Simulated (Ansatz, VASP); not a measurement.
## C in VASP and in Ansatz

```
CELL_PARAMETERS angstrom
2.45573 0.00000 0.00000
-1.22786 2.12672 0.00000
0.00000 0.00000 21.73580
ATOMIC_POSITIONS crystal
C 0.00000 0.00000 0.91898
C 0.33333 0.66667 0.91898
C 0.00000 0.00000 0.74769
C 0.33333 0.66667 0.74769
C 0.66667 0.33333 0.25231
C 0.00000 0.00000 0.25231
C 0.66667 0.33333 0.08102
C 0.00000 0.00000 0.08102
C 0.33333 0.66667 0.58565
C 0.66667 0.33333 0.58564
C 0.33333 0.66667 0.41436
C 0.66667 0.33333 0.41435
```

Alike in both runs: task single point; functional r2SCAN; k mesh 18 × 18 × 2; occupations gaussian, width 0.01 eV; no spin polarisation.

|  | VASP | Ansatz |
| --- | --- | --- |
| version | VASP 6.6.1 | Ansatz 0.2.0 |
| potentials or method | VASP PAW PBE potentials, release 64 (C), cutoff 520 eV | scalar-relativistic, plane waves, PAW |
| valence electrons in the cell | 48 | 48 |

```tsv
	VASP	Ansatz	Ansatz less VASP
gap on the k mesh at the Fermi level (eV)	0.19	0.19	0.000
least direct gap on the mesh (eV)	0.19	0.19	0.000
pressure (GPa)	0.7	0.0	-0.63
traceless stress, the component that is largest in VASP (GPa)	-0.74	-0.01	+0.732
```

VASP's potentials were made for PBE, not for r2SCAN. With one functional, cell and mesh, what is left measures potentials, basis and numerics. Ansatz's warnings: band edges overlap.
